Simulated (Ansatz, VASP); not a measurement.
Two plane-wave programs on TiSi3W

File INCAR:

```
ALGO = Normal
EDIFF = 1E-6
ENCUT = 520
GGA = PE
ISIF = 2
ISMEAR = 0
ISPIN = 2
LASPH = True
LCHARG = False
LMAXMIX = 4
LORBIT = 11
LREAL = False
LWAVE = False
MAGMOM = 1 0 0 0 0
NBANDS = 31
NELM = 150
PREC = Accurate
SIGMA = 0.1
```

KPOINTS

```
k-points
0
Gamma
  6 6 4
```

Contents of POSCAR:

```
TiSi3W
1.0
    4.9685611339      0.0000000000      0.0000000000
   -2.4842805669      4.3029001622      0.0000000000
    0.0000000000      0.0000000000      5.0057147866
Ti Si W
1 3 1
Direct
    0.0000000000      0.0000000000      0.0000000000
    0.5000000000      0.0000000000      0.5000000000
    0.0000000000      0.5000000000      0.5000000000
    0.5000000000      0.5000000000      0.5000000000
    0.0000000000      0.0000000000      0.5000000000
```

Input for Ansatz:

```yaml
crystal:
  lattice:
    - [4.9685611339, 0.0, 0.0]
    - [-2.4842805669, 4.3029001622, 0.0]
    - [0.0, 0.0, 5.0057147866]
  atoms:
    - { symbol: Ti, position: [0.0, 0.0, 0.0], spin: 1.0 }
    - { symbol: Si, position: [0.5, 0.0, 0.5] }
    - { symbol: Si, position: [0.0, 0.5, 0.5] }
    - { symbol: Si, position: [0.5, 0.5, 0.5] }
    - { symbol: W, position: [0.0, 0.0, 0.5] }
basis:
  ecutwfc: 420
kpoints:
  mp_grid: { grid: [6, 6, 4] }
hamiltonian:
  xc: pbe
scf:
  occupations: { method: gaussian, width: 0.1 }
  lower_state_search: "off"
output:
  forces: true
  stress: true
  eigenvalues: true
  populations: true
magnetization:
  spin_polarized: true
```

Alike in both runs: task single point; functional PBE; k mesh 6 × 6 × 4; occupations gaussian, width 0.1 eV; collinear spin.

|  | VASP | Ansatz |
| --- | --- | --- |
| version | VASP 6.6.1 | Ansatz 0.2.0 |
| potentials or method | VASP PAW PBE potentials, release 64 (Ti_sv, Si, W_sv), cutoff 520 eV | scalar-relativistic, plane waves, PAW |
| valence electrons in the cell | 38 | 38 |

VASP gave:

```
gap on the k mesh at the Fermi level (eV)                     : none
pressure (GPa)                                                : 0.2
traceless stress, the component that is largest in VASP (GPa) : 0.33
net moment per atom (μB)                                      : 0.00
size of the moment on the site where the two differ most (μB) : 0.02
```

Question: Which values does Ansatz return?

Answer: gap on the k mesh at the Fermi level (eV): none; pressure (GPa): 1.5; traceless stress, the component that is largest in VASP (GPa): 3.44; net moment per atom (μB): 0.35; size of the moment on the site where the two differ most (μB): 1.08.

The net moments are unlike, so the other rows may belong to different states. Site moments also hang on the region over which each program counts them. A gap of «none» marks a metal or a gap that the smearing closes.

Spin-orbit coupling is off throughout.
